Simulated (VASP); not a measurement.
Runs of VASP 6.6.1 on CoO. The structure is that of space group Pm-3m (No. 221), or close to it. The cells are those of the table. 

```csv
task,spin,fixed moment (μB),cell,k mesh,cutoff (eV),gap on the mesh (eV),pressure (GPa),moment (μB),relaxed volume (Å³/atom)
relaxation of cell and atoms,"collinear, ferromagnetic start",-,"relaxed from a = 2.616 Å, 2 atoms",16 × 16 × 16,600,none,0.1,3.00,(b)
single point,"collinear, ferromagnetic start",-,"a = 2.616 Å, 2 atoms",16 × 16 × 16,520,none,-0.5,3.00,-
relaxation of cell and atoms,"collinear, ferromagnetic start",-,"relaxed from a = 2.558 Å, 2 atoms",8 × 8 × 8,600,none,-0.1,3.00,(a)
single point,"collinear, ferromagnetic start",1.5,"a = 2.616 Å, 2 atoms",16 × 16 × 16,520,-,-11.0,1.50,-
single point,"collinear, ferromagnetic start",-,"a = 2.558 Å, 2 atoms",8 × 8 × 8,520,none,15.1,3.00,-
single point,off,-,"a = 2.616 Å, 2 atoms",16 × 16 × 16,520,none,-14.2,-,-
single point,"collinear, ferromagnetic start",-,"a = 2.616 Å, 2 atoms",8 × 8 × 8,520,none,-0.4,3.00,-
```

Alike in all rows: level PBE; potentials or basis VASP PAW PBE potentials, release 64 (Co, O); smearing gaussian 0.1 eV.

Problem. Fill in the values left out.

Solution. (a) 8.93; (b) 8.92.

Caveats: a cell with one magnetic atom can't hold antiferromagnetic order, which such compounds often take (at least some runs); semilocal functionals often make such compounds metallic where correlation or magnetic order opens a gap, which also shifts bond lengths (at least some runs); the cell stands under tension (at least some runs); the total moment is fixed, so each spin has its own Fermi level and the state may be an excited one (at least some runs); the cell stands under pressure (at least some runs); an odd number of electrons without spin polarisation forces a metal (at least some runs); a magnetic or distorted state may lie lower (at least some runs).

A gap of «none» marks levels without a gap at the run's occupations.
